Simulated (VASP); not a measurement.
# B6I (P-3m1) in VASP: a series of runs

The runs below take B6I through single point, relaxation of cell and atoms, with PBE.

All numbers are computed with VASP 6.6.1; they aren't measurements. Logs are shortened: lines on timing, memory, paths and dates and some standing lists are left out, and cuts for length are marked.

**1. The cell of the first run**

It takes space group P-3m1 (No. 164, trigonal). The conventional cell has a = 4.302 Å, b = 4.302 Å, c = 5.764 Å, α = 90.00°, β = 90.00°, γ = 120.00°. Within 1.8 Å of B (site symmetry m) lie 2 B at 1.33 Å. I (site symmetry -3m) has 6 B at 2.16 Å within 2.9 Å.

**2. Single point, PBE**

The input, INCAR:

```
ALGO     = Normal         # electronic algorithm
EDIFF    = 1E-7           # SCF threshold, eV
ENCUT    = 520            # plane-wave cutoff, eV
GGA      = PE             # functional
ISIF     = 2              # what is computed and relaxed
ISMEAR   = 0              # smearing method
LASPH    = True           # aspherical terms in the spheres
LCHARG   = False          # write CHGCAR
LREAL    = False          # projectors in reciprocal space
LWAVE    = False          # write WAVECAR
NBANDS   = 22             # bands
NELM     = 60             # most SCF steps
PREC     = Accurate       # precision mode
SIGMA    = 0.1            # smearing width, eV
```

The input, KPOINTS:

```
k-points
0
Gamma
  6 6 4
```

The input, POSCAR:

```
B6I
1.0
    4.3017913400      0.0000000000      0.0000000000
   -2.1508956700      3.7254605800      0.0000000000
    0.0000000000      0.0000000000      5.7635333300
B I
6 1
Direct
    0.2305270000      0.7694730000      0.7269067500
    0.2305270000      0.4610540000      0.7269067500
    0.5389460000      0.7694730000      0.7269067500
    0.7694730000      0.2305270000      0.2730932500
    0.4610540000      0.2305270000      0.2730932500
    0.7694730000      0.5389460000      0.2730932500
    0.0000000000      0.0000000000      0.5000000000
```

Potentials or basis: VASP PAW PBE potentials, release 64 (B, I).

Started as:

```console
> cat potpaw_PBE.64/B/POTCAR potpaw_PBE.64/I/POTCAR > POTCAR
> mpirun -np 1 vasp_std > vasp.out
```

OUTCAR:

```text
EDIFF = 1E-7
   ENCUT = 520
   GGA = PE
   ISIF = 2
   ISMEAR = 0
   LASPH = True
   LREAL = False
   NELM = 60
   PREC = Accurate

 ion  position               nearest neighbor table
   1  0.231  0.769  0.727-   2 1.33   3 1.33   7 2.16
   2  0.231  0.461  0.727-   1 1.33   3 1.33   7 2.16
   3  0.539  0.769  0.727-   2 1.33   1 1.33   7 2.16
   4  0.769  0.231  0.273-   6 1.33   5 1.33   7 2.16
   5  0.461  0.231  0.273-   6 1.33   4 1.33   7 2.16
   6  0.769  0.539  0.273-   4 1.33   5 1.33   7 2.16
   7  0.000  0.000  0.500-   2 2.16   6 2.16   5 2.16   3 2.16   1 2.16   4 2.16

  LATTYP: Found a hexagonal cell.
 ALAT       =     4.3017913400
 C/A-ratio  =     1.3397984408

  Lattice vectors:

 A1 = (   4.3017913400,   0.0000000000,   0.0000000000)
 A2 = (  -2.1508956700,   3.7254605800,   0.0000000000)
 A3 = (   0.0000000000,   0.0000000000,   5.7635333300)

Analysis of symmetry for initial positions (statically):
=====================================================================
 Subroutine PRICEL returns:
 Original cell was already a primitive cell.

 Routine SETGRP: Setting up the symmetry group for a
 hexagonal supercell.

 Subroutine GETGRP returns: Found 12 space group operations
 (whereof 12 operations were pure point group operations)
 out of a pool of 24 trial point group operations.

The static configuration has the point symmetry D_3d.

Analysis of symmetry for dynamics (positions and initial velocities):
=====================================================================
 Subroutine PRICEL returns:
 Original cell was already a primitive cell.

 Routine SETGRP: Setting up the symmetry group for a
 hexagonal supercell.

 Subroutine GETGRP returns: Found 12 space group operations
 (whereof 12 operations were pure point group operations)
 out of a pool of 24 trial point group operations.

The dynamic configuration has the point symmetry D_3d.

 Subroutine INISYM returns: Found 12 space group operations
 (whereof 12 operations are pure point group operations),
 and found     1 'primitive' translations

----------------------------------------------------------------------------------------

                                     Primitive cell

  volume of cell :      92.3673

  direct lattice vectors                    reciprocal lattice vectors
     4.301791340  0.000000000  0.000000000     0.232461298  0.134211593  0.000000000
    -2.150895670  3.725460580  0.000000000     0.000000000  0.268423186  0.000000000
     0.000000000  0.000000000  5.763533330     0.000000000  0.000000000  0.173504679

  length of vectors
     4.301791340  4.301791338  5.763533330     0.268423186  0.268423186  0.173504679

  position of ions in fractional coordinates (direct lattice)
     0.230527000  0.769473000  0.726906750
     0.230527000  0.461054000  0.726906750
     0.538946000  0.769473000  0.726906750
     0.769473000  0.230527000  0.273093250
     0.461054000  0.230527000  0.273093250
     0.769473000  0.538946000  0.273093250
     0.000000000  0.000000000  0.500000000

  ion indices of the primitive-cell ions
   primitive index   ion index
                 1           1
                 2           2
                 3           3
                 4           4
                 5           5
                 6           6
                 7           7

----------------------------------------------------------------------------------------

 KPOINTS: k-points

Automatic generation of k-mesh.
 Grid dimensions read from file:
 generate k-points for:    6    6    4

 Generating k-lattice:

  Cartesian coordinates                     Fractional coordinates (reciprocal lattice)
     0.038743550  0.022368599  0.000000000     0.166666667 -0.000000000  0.000000000
     0.000000000  0.044737198  0.000000000     0.000000000  0.166666667  0.000000000
     0.000000000  0.000000000  0.043376170     0.000000000  0.000000000  0.250000000

  Length of vectors
     0.044737198  0.044737198  0.043376170

  Shift w.r.t. Gamma in fractional coordinates (k-lattice)
     0.000000000  0.000000000  0.000000000

 Subroutine IBZKPT returns following result:
 ===========================================

 Found     24 irreducible k-points:

 Following reciprocal coordinates:
            Coordinates               Weight
  0.000000  0.000000  0.000000      1.000000
  0.166667 -0.000000  0.000000      6.000000
  0.333333 -0.000000  0.000000      6.000000
  0.500000  0.000000  0.000000      3.000000
  0.166667  0.166667  0.000000      6.000000
  0.333333  0.166667  0.000000     12.000000
[... 16 lines left out ...]
  0.333333  0.166667  0.500000     12.000000
  0.333333  0.333333  0.500000      2.000000
   k-points           NKPTS =     24   k-points in BZ     NKDIM =     24   number of bands    NBANDS=     22
   number of dos      NEDOS =    301   number of ions     NIONS =      7
   total plane-waves  NPLWV =  49152
   dimension x,y,z NGX =    32 NGY =   32 NGZ =   48
   dimension x,y,z NGXF=    64 NGYF=   64 NGZF=   96
   ions per type =               6   1
   NGX,Y,Z   is equivalent  to a cutoff of  12.37, 12.37, 13.85 a.u.
   NGXF,Y,Z  is equivalent  to a cutoff of  24.73, 24.73, 27.69 a.u.
 SYSTEM =  unknown system
   PREC   = accura    normal or accurate (medium, high low for compatibility)
   ISTART =      0    job   : 0-new  1-cont  2-samecut
   ICHARG =      2    charge: 1-file 2-atom 10-const
   ISPIN  =      1    spin polarized calculation?
   LNONCOLLINEAR =      F non collinear calculations
   LSORBIT =      F    spin-orbit coupling
   LASPH  =      T    aspherical Exc in radial PAW
   ENCUT  =  520.0 eV  38.22 Ry    6.18 a.u.   8.00  8.00 10.72*2*pi/ulx,y,z
   NELM   =     60;   NELMIN=  2; NELMDL= -5     # of ELM steps
   EDIFF  = 0.1E-06   stopping-criterion for ELM
   LREAL  =      F    real-space projection
   EDIFFG = 0.1E-05   stopping-criterion for IOM
   NSW    =      0    number of steps for IOM
   IBRION =     -1    ionic relax: 0-MD 1-quasi-New 2-CG
   NFREE  =      0    steps in history (QN), initial steepest desc. (CG)
   ISIF   =      2    stress and relaxation
   ISYM   =      2    0-nonsym 1-usesym 2-fastsym
   POTIM  = 0.5000    time-step for ionic-motion
   TEBEG  =    0.0;   TEEND  =   0.0 temperature during run
   PSTRESS=    0.0 pullay stress
   NELECT =      25.0000    total number of electrons
   NUPDOWN=      -1.0000    fix difference up-down
   EMIN   =  10.00;   EMAX   =-10.00  energy-range for DOS
   EFERMI =   0.00;   METHOD = LEGACY
   ISMEAR =     0;   SIGMA  =   0.10  broadening in eV -4-tet -1-fermi 0-gaus
   EFERMI_NEDOS =   21; number of points for ismear=-14 and -15
   IALGO  =     38    algorithm
   IMIX   =      4    mixing-type and parameters
     AMIX     =   0.40;   BMIX     =  1.00
     AMIX_MAG =   1.60;   BMIX_MAG =  1.00
  volume/ion in A,a.u.               =      13.20        89.05
  Fermi-wavevector in a.u.,A,eV,Ry     =   1.058966  2.001156 15.257703  1.121410
  Thomas-Fermi vector in A             =   2.194295
   LORBIT       =      0    0 simple, 1 ext, 2 COOP (PROOUT), +10 PAW based schemes
   GGA     = PE    functional components
   LHFCALC =     F    Hartree Fock is set to
   AEXX    =    0.0000 exact exchange contribution
   IVDW    =     0    specifies the selected vdW correction
   LEPSILON=     F    determine dielectric tensor
   LRPA    =     F    only Hartree local field effects (RPA)
 non-spin polarized calculation
 Gauss-broadening in eV      SIGMA  =   0.10
  energy-cutoff  :      520.00
  volume of cell :       92.37
 maximum number of plane-waves:      2508
   NGX = 15   NGY = 15   NGZ = 21

 number of electron      25.0000000 magnetization

 Free energy of the ion-electron system (eV)
  ---------------------------------------------------
  ext. energy  EPLUGINS =         0.00000000
  ---------------------------------------------------
  free energy    TOTEN  =       -21.24687651 eV

  energy without entropy =      -21.22337346  energy(sigma->0) =      -21.23512498

 E-fermi :   4.0220     XC(G=0):  -9.4022

 val. band max:        3.9956958349   @ k =   0.3333   0.1667   0.0000
 cond. band min:       4.0355939999   @ k =   0.1667  -0.0000   0.2500
 fundamental gap:      0.0398981650
 Fermi energy:         4.0220479348

 k-point     1 :       0.0000    0.0000    0.0000
  band No.  band energies     occupation
      1     -13.3861      2.00000
      2      -7.7521      2.00000
      3      -7.2170      2.00000
      4      -4.0958      2.00000
      5      -3.0656      2.00000
      6      -3.0656      2.00000
[... 14 lines left out ...]
     21      10.7885      0.00000
     22      12.2575      0.00000

 k-point     2 :       0.1667   -0.0000    0.0000
  band No.  band energies     occupation
      1     -13.2636      2.00000
      2      -7.7094      2.00000
      3      -7.4468      2.00000
      4      -4.2405      2.00000
      5      -3.4159      2.00000
      6      -3.3575      2.00000
[... 14 lines left out ...]
     21      11.6714      0.00000
     22      12.3048      0.00000

 k-point     3 :       0.3333   -0.0000    0.0000
  band No.  band energies     occupation
      1     -12.9840      2.00000
      2      -8.0631      2.00000
      3      -7.5306      2.00000
      4      -4.5729      2.00000
      5      -3.7963      2.00000
      6      -3.6606      2.00000
[... 14 lines left out ...]
     21      12.2714      0.00000
     22      12.5769      0.00000

 k-point     4 :       0.5000    0.0000    0.0000
  band No.  band energies     occupation
      1     -12.8205      2.00000
      2      -8.3740      2.00000
      3      -7.4692      2.00000
      4      -4.7159      2.00000
      5      -3.9742      2.00000
      6      -3.7022      2.00000
[... 14 lines left out ...]
     21      11.9532      0.00000
     22      12.3590      0.00000

 k-point     5 :       0.1667    0.1667    0.0000
  band No.  band energies     occupation
      1     -13.0598      2.00000
      2      -7.8127      2.00000
      3      -7.6695      2.00000
      4      -4.4809      2.00000
      5      -3.7560      2.00000
      6      -3.6030      2.00000
[... 14 lines left out ...]
     21      12.3262      0.00000
     22      12.4139      0.00000

 k-point     6 :       0.3333    0.1667    0.0000
  band No.  band energies     occupation
      1     -12.8241      2.00000
      2      -8.2101      2.00000
      3      -7.6680      2.00000
      4      -4.6294      2.00000
      5      -3.9898      2.00000
      6      -3.8232      2.00000
[... 14 lines left out ...]
     21      11.8536      0.00000
     22      12.4558      0.00000

 k-point     7 :       0.3333    0.3333    0.0000
  band No.  band energies     occupation
      1     -12.7394      2.00000
      2      -8.0303      2.00000
      3      -8.0303      2.00000
      4      -4.5063      2.00000
      5      -4.0667      2.00000
      6      -4.0667      2.00000
[... 324 lines left out ...]
      6      -3.6499      2.00000
[... 14 lines left out ...]
     21      12.0548      0.00000
     22      12.6812      0.00000

 k-point    21 :       0.5000    0.0000    0.5000
  band No.  band energies     occupation
      1     -12.8104      2.00000
      2      -8.3174      2.00000
      3      -7.5330      2.00000
      4      -4.9012      2.00000
      5      -3.9369      2.00000
      6      -3.7185      2.00000
[... 14 lines left out ...]
     21      11.4765      0.00000
     22      11.8738      0.00000

 k-point    22 :       0.1667    0.1667    0.5000
  band No.  band energies     occupation
      1     -13.0466      2.00000
      2      -7.8046      2.00000
      3      -7.7263      2.00000
      4      -4.5728      2.00000
      5      -3.7284      2.00000
      6      -3.6187      2.00000
[... 14 lines left out ...]
     21      12.3497      0.00000
     22      12.5183      0.00000

 k-point    23 :       0.3333    0.1667    0.5000
  band No.  band energies     occupation
      1     -12.8138      2.00000
      2      -8.1577      2.00000
      3      -7.7108      2.00000
      4      -4.7899      2.00000
      5      -4.0316      2.00000
      6      -3.8801      2.00000
[... 14 lines left out ...]
     21      11.5641      0.00000
     22      12.1038      0.00000

 k-point    24 :       0.3333    0.3333    0.5000
  band No.  band energies     occupation
      1     -12.7302      2.00000
      2      -8.0068      2.00000
      3      -8.0068      2.00000
      4      -4.6711      2.00000
      5      -4.1810      2.00000
      6      -4.1810      2.00000
[... 14 lines left out ...]
     21      11.8495      0.00000
     22      12.2591      0.00000

------------------------ aborting loop because EDIFF is reached ----------------------------------------

  FORCE on cell =-STRESS in cart. coord.  units (eV):
  Direction    XX          YY          ZZ          XY          YZ          ZX
  --------------------------------------------------------------------------------------
  -------------------------------------------------------------------------------------
  Total       45.3561791     45.3561790      6.2404971     -0.0000000      0.0000000      0.0000000
  in kB      786.7358151    786.7358142    108.2459465     -0.0000000      0.0000000      0.0000000
  external PRESSURE =     560.5725253 kB  Pullay stress =       0.0000000 kB

 VOLUME and BASIS-vectors are now :
 -----------------------------------------------------------------------------
  energy-cutoff  :      520.00
  volume of cell :       92.37
      direct lattice vectors                 reciprocal lattice vectors
     4.301791340  0.000000000  0.000000000     0.232461298  0.134211593  0.000000000
    -2.150895670  3.725460580  0.000000000     0.000000000  0.268423186  0.000000000
     0.000000000  0.000000000  5.763533330     0.000000000  0.000000000  0.173504679

 POSITION                                       TOTAL-FORCE (eV/Angst)
 -----------------------------------------------------------------------------------
     -0.66338      2.86664      4.18955       -11.770046      6.795439      0.697888
      0.00000      1.71764      4.18955         0.000000    -13.590878      0.697888
      0.66338      2.86664      4.18955        11.770046      6.795439      0.697888
      2.81427      0.85882      1.57398        11.770046     -6.795439     -0.697888
      1.48752      0.85882      1.57398       -11.770046     -6.795439     -0.697888
      2.15090      2.00782      1.57398         0.000000     13.590878     -0.697888
      0.00000      0.00000      2.88177         0.000000      0.000000      0.000000
 -----------------------------------------------------------------------------------
    total drift:                               -0.000000      0.000000     -0.000000

  FREE ENERGIE OF THE ION-ELECTRON SYSTEM (eV)
  ---------------------------------------------------
  free  energy   TOTEN  =       -21.2468765084 eV

  energy  without entropy=      -21.2233734570  energy(sigma->0) =      -21.23512498
```

It took 31 s on 1 thread of Intel Xeon 6975P-C (Granite Rapids), shared host; peak memory 0.22 GiB.

What came out:

| Property | Result |
| --- | --- |
| Free energy | -21.2469 eV |
| Pressure | 56.1 GPa |
| Largest force | 13.609 eV/Å |

Forces on the atoms (eV/Å):
```
B   -11.770   6.795   0.698
B     0.000 -13.591   0.698
B    11.770   6.795   0.698
B    11.770  -6.795  -0.698
B   -11.770  -6.795  -0.698
B     0.000  13.591  -0.698
I     0.000   0.000   0.000
```

Caveat: spin-orbit coupling is left out, which moves the levels of the heavy elements; this functional lacks dispersion, which binds the layers, so the pressure and a relaxed spacing across them are unreliable; an odd number of electrons without spin polarisation forces a metal; a magnetic or distorted state may lie lower.

**3. Single point, PBE**

This run uses another cell than the first one, of 20.25 Å³/atom, 1.535 times its volume.

The input, INCAR:

```
SYSTEM = B6I
ALGO = Normal
EDIFF = 1E-6
ENCUT = 520
GGA = PE
ISIF = 2
ISMEAR = 0
LASPH = .True.
LCHARG = .False.
LREAL = .False.
LWAVE = .False.
NBANDS = 22
NELM = 80
PREC = Accurate
SIGMA = 0.1
```

The input, KPOINTS:

```
k-points
0
Gamma
  6 6 4
  0 0 0
```

The input, POSCAR:

```
B6I
1.0
    5.2429774360      0.0000000000      0.0000000000
   -2.6214887180      4.5405516510      0.0000000000
    0.0000000000      0.0000000000      5.9543311908
B I
6 1
Direct
    0.2336770882      0.7663229118      0.6873018922
    0.2336770882      0.4673541763      0.6873018922
    0.5326458237      0.7663229118      0.6873018922
    0.7663229118      0.2336770882      0.3126981078
    0.4673541763      0.2336770882      0.3126981078
    0.7663229118      0.5326458237      0.3126981078
    0.0000000000      0.0000000000      0.5000000000
```

Potentials or basis: VASP PAW PBE potentials, release 64 (B, I).

Started as:

```console
> cat potpaw_PBE.64/B/POTCAR potpaw_PBE.64/I/POTCAR > POTCAR
> mpirun -np 1 vasp_std > vasp.out
```

Run time: 49 s. Hardware: 1 thread of Intel Xeon 6975P-C (Granite Rapids), shared host; peak memory 0.28 GiB.

Results (log left out):

```yaml
Free_energy: -28.1768 eV
Pressure: 0.1 GPa
Largest_force: 0.062 eV/Å
```

Forces in eV/Å, atoms in the order of the input:
```
B   -0.053  0.031 -0.004
B    0.000 -0.061 -0.004
B    0.053  0.031 -0.004
B    0.053 -0.031  0.004
B   -0.053 -0.031  0.004
B    0.000  0.061  0.004
I    0.000  0.000  0.000
```

Levels at points of the mesh, in eV from the Fermi level:
```csv
k point,band 10,band 11,band 12,band 13,band 14,band 15
"(0.00, 0.00, 0.00)",-1.28,-1.28,-0.58,0.05,0.67,0.67
"(0.50, 0.00, 0.00)",-1.25,-1.24,-0.95,-0.87,1.27,1.86
"(0.00, 0.00, 0.50)",-1.44,-1.44,-1.25,0.48,0.48,0.58
"(0.50, 0.00, 0.50)",-1.22,-1.08,-0.90,-0.68,1.22,2.34
```

Caveat: spin-orbit coupling is left out, which moves the levels of the heavy elements; this functional lacks dispersion, which binds the layers, so the pressure and a relaxed spacing across them are unreliable; an odd number of electrons without spin polarisation forces a metal; a magnetic or distorted state may lie lower.

(Part 1 of 2 ends here.)
